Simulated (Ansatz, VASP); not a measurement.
BP in VASP and in Ansatz

The input INCAR:

```
SYSTEM = BP
PREC     = Accurate       ! precision mode
ENCUT    = 520            ! plane-wave cutoff, eV
EDIFF    = 1E-6           ! SCF threshold, eV
ISMEAR   = 0              ! smearing method
SIGMA    = 0.05           ! smearing width, eV
LREAL    = .False.        ! projectors in reciprocal space
LASPH    = .True.         ! aspherical terms in the spheres
NELM     = 60             ! most SCF steps
ALGO     = Normal         ! electronic algorithm
ISIF     = 2              ! what is computed and relaxed
LWAVE    = .False.        ! write WAVECAR
LCHARG   = .True.         ! write CHGCAR
GGA      = RP             ! functional
LELF     = .True.         ! ELF
LVHAR    = .True.       
NBANDS   = 11             ! bands
```

KPOINTS

```
regular mesh
0
Gamma
  8 8 8
  0 0 0
```

File POSCAR:

```
BP
1.0
    0.0000000000      2.2888968127      2.2888968127
    2.2888968127      0.0000000000      2.2888968127
    2.2888968127      2.2888968127      0.0000000000
B P
1 1
Direct
    0.0000000000      0.0000000000      0.0000000000
    0.7500000000      0.7500000000      0.7500000000
```

Input for Ansatz:

```yaml
crystal:
  lattice:
    - [0.0, 2.2888968127, 2.2888968127]
    - [2.2888968127, 0.0, 2.2888968127]
    - [2.2888968127, 2.2888968127, 0.0]
  atoms:
    - { symbol: B, position: [0.0, 0.0, 0.0] }
    - { symbol: P, position: [0.75, 0.75, 0.75] }
basis:
  ecutwfc: 420
  ecutrho_ratio: 4
kpoints:
  mp_grid: { grid: [8, 8, 8] }
hamiltonian:
  xc: rpbe
scf:
  occupations: { method: gaussian, width: 0.05 }
output:
  forces: true
  stress: true
  eigenvalues: true
```

Alike in both runs: task single point; functional RPBE; k mesh 8 × 8 × 8; occupations gaussian, width 0.05 eV; no spin polarisation.

|  | VASP | Ansatz |
| --- | --- | --- |
| version | VASP 6.6.1 | Ansatz 0.2.0 |
| potentials or method | VASP PAW PBE potentials, release 64 (B, P), cutoff 520 eV | scalar-relativistic, plane waves, PAW |
| valence electrons in the cell | 8 | 8 |

```csv
,VASP,Ansatz,Ansatz less VASP
gap on the k mesh at the Fermi level (eV),1.32,1.33,+0.014
least direct gap on the mesh (eV),3.36,3.37,+0.011
pressure (GPa),-0.7,-0.3,+0.43
```

VASP's potentials were made for PBE, not for RPBE.
